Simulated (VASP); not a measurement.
# BeCd3S2 (I4/mmm) in VASP: a series of runs

Runs on BeCd3S2. Level: PBE. Tasks: single point, relaxation of cell and atoms.

All numbers are computed with VASP 6.6.1; they aren't measurements. Logs are shortened: lines on timing, memory, paths and dates and some standing lists are left out, and cuts for length are marked.

### Step 1. The cell of the first run

The structure is tetragonal, space group I4/mmm (No. 139). Conventional cell: a = 5.462 Å, b = 5.462 Å, c = 9.451 Å, α = 90.00°, β = 90.00°, γ = 90.00°. Be (site symmetry 4/mmm) has 4 Cd at 2.73 Å within 3.6 Å. Within 3.6 Å of Cd (site symmetry 4/mmm) lie 4 Cd at 2.73 Å. Cd (site symmetry mmm) has 2 S at 2.36 Å and 2 Be at 2.73 Å and 2 Cd at 2.73 Å within 3.1 Å. Within 3.1 Å of S (site symmetry -4m2) lie 2 Cd at 2.36 Å.

### Step 2. Single point, PBE

INCAR reads:

```
PREC = Accurate ; ENCUT = 520
EDIFF = 1E-6 ; ISMEAR = 0
SIGMA = 0.1 ; LREAL = F
LASPH = T ; NELM = 80
ALGO = Normal ; ISIF = 2
LWAVE = F ; LCHARG = F
GGA = PE ; NBANDS = 34
```

KPOINTS reads:

```
regular mesh
0
Gamma
  4 4 4
```

POSCAR reads:

```
BeCd3S2
1.0
   -2.7309848000      2.7309848000      4.7256702300
    2.7309848000     -2.7309848000      4.7256702300
    2.7309848000      2.7309848000     -4.7256702300
Be Cd S
1 3 2
Direct
    0.0000000000      0.0000000000      0.0000000000
    0.5000000000      0.5000000000      0.0000000000
    0.5000000000      0.0000000000      0.5000000000
    0.0000000000      0.5000000000      0.5000000000
    0.7500000000      0.2500000000      0.5000000000
    0.2500000000      0.7500000000      0.5000000000
```

Potentials or basis: VASP PAW PBE potentials, release 64 (Be, Cd, S).

Started as:

```sh
> cat potpaw_PBE.64/Be/POTCAR potpaw_PBE.64/Cd/POTCAR potpaw_PBE.64/S/POTCAR > POTCAR
> mpirun -np 1 vasp_std > vasp.out
```

OUTCAR:

```text
PREC = Accurate
   ENCUT = 520
   EDIFF = 1E-6
   ISMEAR = 0
   LREAL = F
   LASPH = T
   NELM = 80
   ISIF = 2
   GGA = PE

 ion  position               nearest neighbor table
   1  0.000  0.000  0.000-   3 2.73   4 2.73   4 2.73   3 2.73
   2  0.500  0.500  0.000-   3 2.73   4 2.73   3 2.73   4 2.73
   3  0.500  0.000  0.500-   5 2.36   6 2.36   1 2.73   2 2.73   2 2.73   1 2.73
   4  0.000  0.500  0.500-   5 2.36   6 2.36   1 2.73   2 2.73   1 2.73   2 2.73
   5  0.750  0.250  0.500-   3 2.36   4 2.36
   6  0.250  0.750  0.500-   3 2.36   4 2.36

  LATTYP: Found a body centered tetragonal cell.
 ALAT       =     5.4619696000
 C/A-ratio  =     1.7303905280

  Lattice vectors:

 A1 = (  -2.7309848000,   2.7309848000,   4.7256702300)
 A2 = (   2.7309848000,  -2.7309848000,   4.7256702300)
 A3 = (   2.7309848000,   2.7309848000,  -4.7256702300)

Analysis of symmetry for initial positions (statically):
=====================================================================
 Subroutine PRICEL returns:
 Original cell was already a primitive cell.

 Routine SETGRP: Setting up the symmetry group for a
 body centered tetragonal supercell.

 Subroutine GETGRP returns: Found 16 space group operations
 (whereof 16 operations were pure point group operations)
 out of a pool of 16 trial point group operations.

The static configuration has the point symmetry D_4h.

Analysis of symmetry for dynamics (positions and initial velocities):
=====================================================================
 Subroutine PRICEL returns:
 Original cell was already a primitive cell.

 Routine SETGRP: Setting up the symmetry group for a
 body centered tetragonal supercell.

 Subroutine GETGRP returns: Found 16 space group operations
 (whereof 16 operations were pure point group operations)
 out of a pool of 16 trial point group operations.

The dynamic configuration has the point symmetry D_4h.

 Subroutine INISYM returns: Found 16 space group operations
 (whereof 16 operations are pure point group operations),
 and found     1 'primitive' translations

----------------------------------------------------------------------------------------

                                     Primitive cell

  volume of cell :     140.9814

  direct lattice vectors                    reciprocal lattice vectors
    -2.730984800  2.730984800  4.725670230     0.000000000  0.183084139  0.105805098
[... 85 lines left out ...]
   NSW    =      0    number of steps for IOM
   IBRION =     -1    ionic relax: 0-MD 1-quasi-New 2-CG
   NFREE  =      0    steps in history (QN), initial steepest desc. (CG)
   ISIF   =      2    stress and relaxation
   ISYM   =      2    0-nonsym 1-usesym 2-fastsym
   POTIM  = 0.5000    time-step for ionic-motion
   TEBEG  =    0.0;   TEEND  =   0.0 temperature during run
   PSTRESS=    0.0 pullay stress
   NELECT =      50.0000    total number of electrons
   NUPDOWN=      -1.0000    fix difference up-down
   EMIN   =  10.00;   EMAX   =-10.00  energy-range for DOS
   EFERMI =   0.00;   METHOD = LEGACY
   ISMEAR =     0;   SIGMA  =   0.10  broadening in eV -4-tet -1-fermi 0-gaus
   EFERMI_NEDOS =   21; number of points for ismear=-14 and -15
   IALGO  =     38    algorithm
   IMIX   =      4    mixing-type and parameters
     AMIX     =   0.40;   BMIX     =  1.00
     AMIX_MAG =   1.60;   BMIX_MAG =  1.00
  volume/ion in A,a.u.               =      23.50       158.56
  Fermi-wavevector in a.u.,A,eV,Ry     =   1.158806  2.189826 18.270339  1.342832
  Thomas-Fermi vector in A             =   2.295405
   LORBIT       =      0    0 simple, 1 ext, 2 COOP (PROOUT), +10 PAW based schemes
   GGA     = PE    functional components
   LHFCALC =     F    Hartree Fock is set to
   AEXX    =    0.0000 exact exchange contribution
   IVDW    =     0    specifies the selected vdW correction
   LEPSILON=     F    determine dielectric tensor
   LRPA    =     F    only Hartree local field effects (RPA)
 non-spin polarized calculation
 Gauss-broadening in eV      SIGMA  =   0.10
  energy-cutoff  :      520.00
  volume of cell :      140.98
 maximum number of plane-waves:      3822
 NGX is ok and might be reduce to    48
   NGX = 23   NGY = 23   NGZ = 23

 number of electron      49.9999988 magnetization

 Free energy of the ion-electron system (eV)
  ---------------------------------------------------
  ext. energy  EPLUGINS =         0.00000000
  ---------------------------------------------------
  free energy    TOTEN  =       -10.31593609 eV

  energy without entropy =      -10.30306470  energy(sigma->0) =      -10.30950040

 E-fermi :   1.6383     XC(G=0):  -9.3251

 val. band max:        1.6327414235   @ k =  -0.2500  -0.2500   0.2500
 cond. band min:       1.6585958449   @ k =   0.5000   0.5000   0.2500
 fundamental gap:      0.0258544213
 Fermi energy:         1.6383125209

 k-point     1 :       0.0000    0.0000    0.0000
  band No.  band energies     occupation
      1     -11.1117      2.00000
      2      -9.8238      2.00000
      3      -8.2560      2.00000
      4      -7.9064      2.00000
      5      -7.7298      2.00000
      6      -7.7213      2.00000
[... 470 lines left out ...]
     33       9.1459      0.00000
     34       9.2684      0.00000

------------------------ aborting loop because EDIFF is reached ----------------------------------------

  FORCE on cell =-STRESS in cart. coord.  units (eV):
  Direction    XX          YY          ZZ          XY          YZ          ZX
  --------------------------------------------------------------------------------------
  -------------------------------------------------------------------------------------
  Total        3.4479215      3.4479215      6.5225902      0.0000000      0.0000000      0.0000000
  in kB       39.1837490     39.1837490     74.1256831      0.0000000      0.0000000      0.0000000
  external PRESSURE =      50.8310604 kB  Pullay stress =       0.0000000 kB

 VOLUME and BASIS-vectors are now :
 -----------------------------------------------------------------------------
  energy-cutoff  :      520.00
  volume of cell :      140.98
      direct lattice vectors                 reciprocal lattice vectors
    -2.730984800  2.730984800  4.725670230     0.000000000  0.183084139  0.105805098
     2.730984800 -2.730984800  4.725670230     0.183084139  0.000000000  0.105805098
     2.730984800  2.730984800 -4.725670230     0.183084139  0.183084139  0.000000000

 POSITION                                       TOTAL-FORCE (eV/Angst)
 -----------------------------------------------------------------------------------
      0.00000      0.00000      0.00000        -0.000000      0.000000      0.000000
      0.00000      0.00000      4.72567        -0.000000      0.000000      0.000000
      0.00000      2.73098      0.00000        -0.000000      0.000000      0.000000
      2.73098      0.00000      0.00000        -0.000000      0.000000      0.000000
      0.00000      2.73098      2.36284         0.000000     -0.000000     -0.000000
      2.73098      0.00000      2.36284        -0.000000      0.000000     -0.000000
 -----------------------------------------------------------------------------------
    total drift:                               -0.000000     -0.000000      0.000000

  FREE ENERGIE OF THE ION-ELECTRON SYSTEM (eV)
  ---------------------------------------------------
  free  energy   TOTEN  =       -10.3159360935 eV

  energy  without entropy=      -10.3030647039  energy(sigma->0) =      -10.30950040
```

Wall time 66 s (1 thread of Intel Xeon Platinum 8488C (Sapphire Rapids), shared host); peak memory 0.34 GiB.

What came out:

```yaml
Free_energy: -10.3159 eV
Pressure: 5.1 GPa
Band_gap_on_the_k_mesh: zero (band 25 reaches 2.74 eV, above the bottom of band 26 at 0.72 eV)
```

Caveat: the k points lie up to 0.41 Å⁻¹ apart.

### Step 3. Single point, PBE

This run uses another cell than the first one, of 26.41 Å³/atom, 1.124 times its volume.

INCAR reads:

```
SYSTEM = BeCd3S2
  PREC = Accurate
  ENCUT = 520
  EDIFF = 1E-6
  ISMEAR = 0
  SIGMA = 0.1
  LREAL = .FALSE.
  LASPH = .TRUE.
  NELM = 80
  ALGO = Normal
  ISIF = 2
  LWAVE = .FALSE.
  LCHARG = .FALSE.
  GGA = PE
  NBANDS = 34
```

KPOINTS reads:

```
Automatic mesh
0
G
  4 4 4
  0 0 0
```

POSCAR, as its differences from that of step 2:

```diff
@@ -2,5 +2,5 @@
 1.0
-   -2.7309848000      2.7309848000      4.7256702300
-    2.7309848000     -2.7309848000      4.7256702300
-    2.7309848000      2.7309848000     -4.7256702300
+   -2.8641203090      2.8641203090      4.8300505623
+    2.8641203090     -2.8641203090      4.8300505623
+    2.8641203090      2.8641203090     -4.8300505623
 Be Cd S
```

Potentials or basis: VASP PAW PBE potentials, release 64 (Be, Cd, S).

Started as:

```sh
> cat potpaw_PBE.64/Be/POTCAR potpaw_PBE.64/Cd/POTCAR potpaw_PBE.64/S/POTCAR > POTCAR
> mpirun -np 1 vasp_std > vasp.out
```

Run time: 65 s. Hardware: 1 thread of Intel Xeon Platinum 8488C (Sapphire Rapids), shared host; peak memory 0.34 GiB.

Results (log left out):

```
Free energy            : -10.5666 eV
Pressure               : 0.5 GPa
Band gap on the k mesh : zero (band 25 reaches 1.73 eV, above the bottom of band 26 at 0.25 eV)
```

Stress tensor (GPa, compression positive):
```
0.49 0.00 0.00
0.00 0.49 0.00
0.00 0.00 0.57
```

Levels at points of the mesh, in eV from the Fermi level:
| k point | band 22 | band 23 | band 24 | band 25 | band 26 | band 27 | band 28 | band 29 |
| --- | --- | --- | --- | --- | --- | --- | --- | --- |
| (0.00, 0.00, 0.00) | -1.29 | -0.98 | -0.98 | -0.68 | -0.68 | -0.10 | 2.55 | 3.58 |
| (0.50, 0.00, 0.00) | -1.46 | -1.46 | -0.30 | -0.25 | 1.16 | 1.70 | 1.78 | 1.97 |
| (0.50, 0.50, 0.00) | -1.84 | -1.78 | -0.60 | -0.13 | -0.05 | 2.57 | 3.22 | 4.80 |
| (0.50, 0.50, 0.50) | -0.53 | -0.27 | -0.27 | 0.81 | 0.86 | 1.17 | 1.17 | 1.83 |

Caveat: the k points lie up to 0.39 Å⁻¹ apart.

(Part 1 of 2 ends here.)
